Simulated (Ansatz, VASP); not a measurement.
Sb: VASP beside Ansatz

```
Sb
1.0
     4.06868    0.00000    0.00000
    -2.03434    3.52358    0.00000
     0.00000    0.00000   20.80003
Sb
2
Direct
  0.33333 0.66667 0.29567
  0.66667 0.33333 0.21635
```

Alike in both runs: task single point; functional PBE; dispersion D3(BJ); k mesh 9 × 9 × 1; occupations gaussian, width 0.05 eV; no spin polarisation.

|  | VASP | Ansatz |
| --- | --- | --- |
| version | VASP 6.6.1 | Ansatz 0.2.0 |
| potentials or method | VASP PAW PBE potentials, release 64 (Sb), cutoff 400 eV | scalar-relativistic, plane waves, PAW |
| valence electrons in the cell | 10 | 30 |

VASP gave:

```
gap on the k mesh at the Fermi level (eV) : 1.19
least direct gap on the mesh (eV)         : 1.64
rms of the force components (eV/Å)        : 0.050
```

Which values does Ansatz return?

gap on the k mesh at the Fermi level (eV): 1.18; least direct gap on the mesh (eV): 1.66; rms of the force components (eV/Å): 0.000.

Atom by atom the forces differ by 0.050 eV/Å (rms over components). VASP's potentials hold 10 valence electrons a cell and Ansatz's 30, so a difference there can come from the potentials and not from the codes.

Spin-orbit coupling is off throughout.
